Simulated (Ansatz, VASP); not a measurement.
## Ti in VASP and in Ansatz

Contents of INCAR:

```
ALGO = Normal
EDIFF = 1E-8
ENCUT = 520
GGA = PS
ISIF = 2
ISMEAR = -1
LASPH = T
LCHARG = F
LEFG = T
LREAL = F
LWAVE = F
NBANDS = 19
NELM = 60
PREC = Accurate
SIGMA = 0.08
```

The input KPOINTS:

```
k-points
0
Gamma
  13 13 7
```

Contents of POSCAR:

```
Ti
1.0
    2.9499978604      0.0442499679      0.0442499679
   -1.4366773339      2.5326481043      0.0161966124
    0.0702900000      0.0702900000      4.6860000000
Ti
2
Direct
    0.3333333333      0.6666666667      0.2500000000
    0.6666666667      0.3333333333      0.7500000000
```

Input for Ansatz:

```yaml
crystal:
  lattice:
    - [2.9499978604, 0.0442499679, 0.0442499679]
    - [-1.4366773339, 2.5326481043, 0.0161966124]
    - [0.07029, 0.07029, 4.686]
  atoms:
    - { symbol: Ti, position: [0.3333333333, 0.6666666667, 0.25] }
    - { symbol: Ti, position: [0.6666666667, 0.3333333333, 0.75] }
kpoints:
  mp_grid: { grid: [13, 13, 7] }
scf:
  occupations: { method: fermi_dirac, width: 0.08 }
hamiltonian:
  xc: pbesol
  pseudopotentials: { kind: all_electron, datasets: crystal }
output:
  forces: true
  stress: true
  eigenvalues: true
  efg: { contact_densities: true }
```

Change from the starting cell: equal xy, yz and zx shear strains of +3 %, crystal datasets.

Alike in both runs: task electric field gradients; functional PBEsol; k mesh 13 × 13 × 7; occupations fermi-dirac, width 0.08 eV; no spin polarisation.

|  | VASP | Ansatz |
| --- | --- | --- |
| version | VASP 6.6.1 | Ansatz 0.2.0 |
| potentials or method | VASP PAW PBE potentials, release 64 (Ti_sv), cutoff 520 eV | all-electron PAW with datasets made for the crystal, scalar-relativistic |

VASP gave:

- pressure (GPa): -5.9
- traceless stress, the component that is largest in VASP (GPa): -1.66
- rms of the force components (eV/Å): 0.042
- size of Vzz on the site where it differs most (V/Å²): 17.0

Estimate Ansatz's values.

pressure (GPa): -5.7; traceless stress, the component that is largest in VASP (GPa): -1.67; rms of the force components (eV/Å): 0.042; size of Vzz on the site where it differs most (V/Å²): 18.3.

VASP's potentials were made for PBE, not for PBEsol. Atom by atom the forces differ by 0.001 eV/Å (rms over components). Ansatz ran all-electron here, and VASP with PAW potentials.
